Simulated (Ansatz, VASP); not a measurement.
## One calculation of NaCl, two programs

```xyz
2
Lattice="2.8600 0.0000 0.0000 0.0000 2.8600 0.0000 0.0000 0.0000 2.8600" Properties=species:S:1:pos:R:3 pbc="T T T"
Na    0.0000    0.0000    0.0000
Cl    1.4300    1.4300    1.4300
```

Alike in both runs: task single point; functional PBEsol; k mesh 9 × 9 × 9; occupations fermi-dirac, width 0.03 eV; no spin polarisation.

|  | VASP | Ansatz |
| --- | --- | --- |
| version | VASP 6.6.1 | Ansatz 0.2.0 |
| potentials or method | VASP PAW PBE potentials, release 64 (Na_pv, Cl), cutoff 520 eV | all-electron LAPW, scalar-relativistic |

Ansatz gave:

* gap on the k mesh at the Fermi level (eV): 4.50

Q: Estimate VASP's values.

A: gap on the k mesh at the Fermi level (eV): 4.56.

VASP's potentials were made for PBE, not for PBEsol. Ansatz ran all-electron here, and VASP with PAW potentials.
